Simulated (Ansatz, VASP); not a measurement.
**One calculation of Os, two programs**

```xyz
2
Lattice="2.7068 0.0000 0.0000 -1.3534 2.3441 0.0000 0.0000 0.0000 4.3197" Properties=species:S:1:pos:R:3 pbc="T T T"
Os    0.0000    1.5627    1.0799
Os    1.3534    0.7814    3.2398
```

Change from the starting cell: equal xx and yy strain of -1 %.

Alike in both runs: task single point; functional PBEsol; k mesh 17 × 17 × 10; occupations fermi-dirac, width 0.08 eV; no spin polarisation.

|  | VASP | Ansatz |
| --- | --- | --- |
| version | VASP 6.6.1 | Ansatz 0.2.0 |
| potentials or method | VASP PAW PBE potentials, release 64 (Os), cutoff 520 eV | all-electron LAPW, scalar-relativistic |

Ansatz gave:

```
pressure (GPa)                                                : 6.0
traceless stress, the component that is largest in VASP (GPa) : -4.36
```

Which values does VASP return?

Pressure (GPa): 6.7; traceless stress, the component that is largest in VASP (GPa): -4.40.

VASP's potentials were made for PBE, not for PBEsol. Ansatz ran all-electron here, and VASP with PAW potentials.

Spin-orbit coupling is off throughout.
